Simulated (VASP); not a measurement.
# AlNi: single point with LDA

AlNi:

```xyz
2
Lattice="2.8330 0.0000 0.0000 0.0000 2.8330 0.0000 0.0000 0.0000 2.8330" Properties=species:S:1:pos:R:3 pbc="T T T"
Al    0.0000    0.0000    0.0000
Ni    1.4165    1.4165    1.4165
```

```json
{"Program": "VASP 6.6.1", "Task": "single point", "Functional": "LDA", "Potentials or basis": "VASP PAW LDA potentials, release 64 (Al, Ni)", "Cutoff": "520 eV", "k mesh": "12 × 12 × 12", "Occupations": "fermi-dirac, width 0.08 eV", "Spin": "no spin polarisation"}
```

- Pressure: 0.3 GPa
- Band gap on the k mesh: zero (an odd number of electrons rules out a gap without spin polarisation)

Levels at points of the mesh, in eV from the Fermi level:
```
           k point  band 4  band 5  band 6  band 7  band 8  band 9  band 10  band 11
(0.00, 0.00, 0.00)   -1.71   -1.71   -1.71    5.65    5.65    5.65     8.35     8.35
(0.50, 0.00, 0.00)   -2.46   -2.46   -1.61   -0.73    8.39   10.20    10.20    11.29
(0.50, 0.50, 0.00)   -3.00   -2.29   -2.29   -1.14    1.52    2.69    12.66    15.51
(0.50, 0.50, 0.50)   -1.11   -1.11    1.95    1.95    1.95    4.02     4.68     4.68
```

Wall time 23 s on 1 thread of Intel Xeon 8259CL (shared host), peak memory 0.14 GiB.

Spin polarisation is off, so any magnetic state and its effect on volume and gap are missing.
